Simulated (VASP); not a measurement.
Input of a VASP 6.6.1 run:

The input INCAR:

```
PREC     = Accurate       # precision mode
ENCUT    = 600            # plane-wave cutoff, eV
EDIFF    = 1E-6           # SCF threshold, eV
ISMEAR   = 0              # smearing method
SIGMA    = 0.1            # smearing width, eV
LREAL    = F              # projectors in reciprocal space
LASPH    = T              # aspherical terms in the spheres
NELM     = 100            # most SCF steps
ALGO     = Normal         # electronic algorithm
ISIF     = 3              # what is computed and relaxed
LWAVE    = F              # write WAVECAR
LCHARG   = F              # write CHGCAR
GGA      = PS             # functional
IBRION   = 2              # ionic algorithm
NSW      = 100            # ionic steps
EDIFFG   = -0.002         # ionic threshold
LUSENCCL = F
```

Contents of KPOINTS:

```
Automatic mesh
0
Gamma
  15 15 4
```

POSCAR

```
AlCr2C
1.0
    2.8251010646      0.0000000000      0.0000000000
   -1.4125505323      2.4466092902      0.0000000000
    0.0000000000      0.0000000000     12.6013736800
Al Cr C
2 4 2
Direct
    0.6666666700      0.3333333300      0.2500000000
    0.3333333300      0.6666666700      0.7500000000
    0.3333333300      0.6666666700      0.4149411600
    0.6666666700      0.3333333300      0.9149411600
    0.6666666700      0.3333333300      0.5850588400
    0.3333333300      0.6666666700      0.0850588400
    0.0000000000      0.0000000000      0.5000000000
    0.0000000000      0.0000000000      0.0000000000
```

Potentials or basis: VASP PAW PBE potentials, release 64 (Al, Cr_pv, C).

Launch:

```bash
$ cat potpaw_PBE.64/Al/POTCAR potpaw_PBE.64/Cr_pv/POTCAR potpaw_PBE.64/C/POTCAR > POTCAR
$ mpirun -np 1 vasp_std > vasp.out
```

Q: What does it give for the band gap on the k mesh?

A: Zero (bands 31 and 32 overlap by 0.86 eV).

Q: Estimate the relaxed cell.

A: a = 2.813 Å, b = 2.813 Å, c = 12.586 Å, α = 90.00°, β = 90.00°, γ = 120.00°.

Step by step:
```tsv
step	energy change (eV)	largest force (eV/Å)	pressure (GPa)	volume (Å³)
1	0.0000	0.3088	-2.93	87.10
2	0.0204	0.4174	5.52	84.61
3	-0.0126	0.0442	0.18	86.14
4	-0.0126	0.0385	0.25	86.12
5	-0.0131	0.0022	0.06	86.23
6	-0.0132	0.0013	0.06	86.24
7	-0.0131	0.0130	0.02	86.28
8	-0.0132	0.0066	0.07	86.26
9	-0.0131	0.0092	-0.16	86.31
10	-0.0132	0.0007	0.02	86.27
11	-0.0132	0.0008	0.01	86.28
```

Caveat: the PAW data sets were made with another functional, which shifts forces and pressure a little; the run has no spin polarisation, though such a crystal can be magnetic. Spin polarisation is off, so any magnetic state and its effect on volume and gap are missing.
